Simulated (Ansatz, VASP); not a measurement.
**One calculation of Be4TeSe3, two programs**

```
Be Te Se
1.0
     0.00000    4.64546    4.64546
     4.64546    0.00000    4.64546
     4.64546    4.64546    0.00000
Be Te Se
4 1 3
Direct
  0.62478 0.62478 0.62478
  0.62478 0.62478 0.12567
  0.62478 0.12567 0.62478
  0.12567 0.62478 0.62478
  0.00000 0.00000 0.00000
  0.50000 0.50000 0.50000
  0.75000 0.75000 0.75000
  0.25000 0.25000 0.25000
```

Alike in both runs: functional PBE; k mesh 3 × 3 × 3; occupations gaussian, width 0.15 eV; no spin polarisation.

Ansatz relaxed the structure, and its values are those at the end. VASP's run is a single point on that final structure, the one shown.

|  | VASP | Ansatz |
| --- | --- | --- |
| version | VASP 6.6.1 | Ansatz 0.2.0 |
| potentials or method | VASP PAW PBE potentials, release 64 (Be, Te, Se), cutoff 600 eV | scalar-relativistic, plane waves, PAW |
| valence electrons in the cell | 32 | 72 |

Ansatz gave:

- gap on the k mesh at the Fermi level (eV): none
- pressure (GPa): 0.7
- rms of the force components (eV/Å): 0.042

Question: Estimate VASP's values.

Answer: gap on the k mesh at the Fermi level (eV): none; pressure (GPa): 0.8; rms of the force components (eV/Å): 0.042.

A gap of «none» marks a metal or a gap that the smearing closes. VASP's potentials hold 32 valence electrons a cell and Ansatz's 72, so a difference there can come from the potentials and not from the codes.

The k mesh is coarse, so the values compare programs but aren't converged. Neither program's run includes spin-orbit coupling.
